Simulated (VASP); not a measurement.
A run of VASP 6.6.1:

File POSCAR:

```
GaAs
1.0
    4.2497554351      0.0000000000      0.0000000000
   -2.1248777176      3.6803961666      0.0000000000
    0.0000000000      0.0000000000      5.7732410614
Ga As
2 2
Direct
    0.3333333333      0.6666666667      0.2500000000
    0.6666666667      0.3333333333      0.7500000000
    0.6666666667      0.3333333333      0.2500000000
    0.3333333333      0.6666666667      0.7500000000
```

The input INCAR.step1:

```
SYSTEM = GaAs
ALGO     = Normal         ! electronic algorithm
EDIFF    = 1E-4           ! SCF threshold, eV
ENCUT    = 520            ! plane-wave cutoff, eV
GGA      = PE             ! functional
ISMEAR   = -1             ! smearing method
LASPH    = .True.         ! aspherical terms in the spheres
LCHARG   = .False.        ! write CHGCAR
LREAL    = .False.        ! projectors in reciprocal space
LWAVE    = .True.         ! write WAVECAR
NBANDS   = 26             ! bands
NELM     = 60             ! most SCF steps
PREC     = Accurate       ! precision mode
SIGMA    = 0.02           ! smearing width, eV
```

The input INCAR.step2:

```
SYSTEM = GaAs
ALGO     = Normal         ! electronic algorithm
EDIFF    = 1E-6           ! SCF threshold, eV
ENCUT    = 520            ! plane-wave cutoff, eV
ISIF     = 2              ! what is computed and relaxed
ISMEAR   = -1             ! smearing method
ISTART   = 1            
LASPH    = .True.         ! aspherical terms in the spheres
LCHARG   = .False.        ! write CHGCAR
LMIXTAU  = .True.       
LREAL    = .False.        ! projectors in reciprocal space
LWAVE    = .False.        ! write WAVECAR
METAGGA  = R2SCAN         ! meta-GGA
NBANDS   = 26             ! bands
NELM     = 60             ! most SCF steps
PREC     = Accurate       ! precision mode
SIGMA    = 0.02           ! smearing width, eV
```

The input KPOINTS:

```
k-points
0
Gamma
  6 6 4
  0 0 0
```

Potentials or basis: VASP PAW PBE potentials, release 64 (Ga_d, As).

The run is started by

```console
$ cat potpaw_PBE.64/Ga_d/POTCAR potpaw_PBE.64/As/POTCAR > POTCAR
$ cp INCAR.step1 INCAR
$ mpirun -np 1 vasp_std > vasp.out
$ cp INCAR.step2 INCAR
$ mpirun -np 1 vasp_std > vasp.out
```

Hardware: 1 thread of Intel(R) Xeon(R) Platinum 8488C (Sapphire Rapids), on a shared host.

How long does it take, and how much memory?

Wall time 2.9 min on 1 thread of Intel(R) Xeon(R) Platinum 8488C (Sapphire Rapids) (shared host), peak memory 0.24 GiB. Counts: k points 21.
